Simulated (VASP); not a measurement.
Set up this calculation in VASP 6.6.1, as the native input.

```
Task                   : single point
Functional             : PBE
Potentials or basis    : VASP PAW PBE potentials, release 64 (Hg, O)
Cutoff                 : 520 eV
k mesh                 : 14 × 14 × 14
Occupations            : gaussian, width 0.1 eV
Spin                   : no spin polarisation
Dipole correction      : no
Further INCAR settings : ALGO = Normal; EDIFF = 1e-06; NBANDS = 22
```

The structure of Hg2O lies in POSCAR:

```
Hg2O
1.0
    0.0000000000      3.0390919823      3.0390919823
    3.0390919823      0.0000000000      3.0390919823
    3.0390919823      3.0390919823      0.0000000000
Hg O
2 1
Direct
    0.2500000000      0.2500000000      0.2500000000
    0.7500000000      0.7500000000      0.7500000000
    0.0000000000      0.0000000000      0.0000000000
```

One way to write it, as run:

INCAR

```
ALGO = Normal
EDIFF = 1E-6
ENCUT = 520
GGA = PE
ISIF = 2
ISMEAR = 0
LASPH = T
LCHARG = T
LELF = T
LREAL = F
LVHAR = T
LWAVE = F
NBANDS = 22
NELM = 80
PREC = Accurate
SIGMA = 0.1
```

KPOINTS

```
k-points
0
Gamma
  14 14 14
```

Potentials or basis: VASP PAW PBE potentials, release 64 (Hg, O).

Run with:

```bash
$ cat potpaw_PBE.64/Hg/POTCAR potpaw_PBE.64/O/POTCAR > POTCAR
$ mpirun -np 1 vasp_std > vasp.out
```

Results of the run:

The pressure is 0.5 GPa and the band gap on the k mesh is zero (band 15 reaches 3.08 eV, above the bottom of band 16 at 2.93 eV).

Caveat: spin-orbit coupling is left out, which moves the levels of the heavy elements.

Wall time 44 s on 1 thread of Intel(R) Xeon(R) 6975P-C (Granite Rapids), on a shared host, peak memory 0.24 GiB.
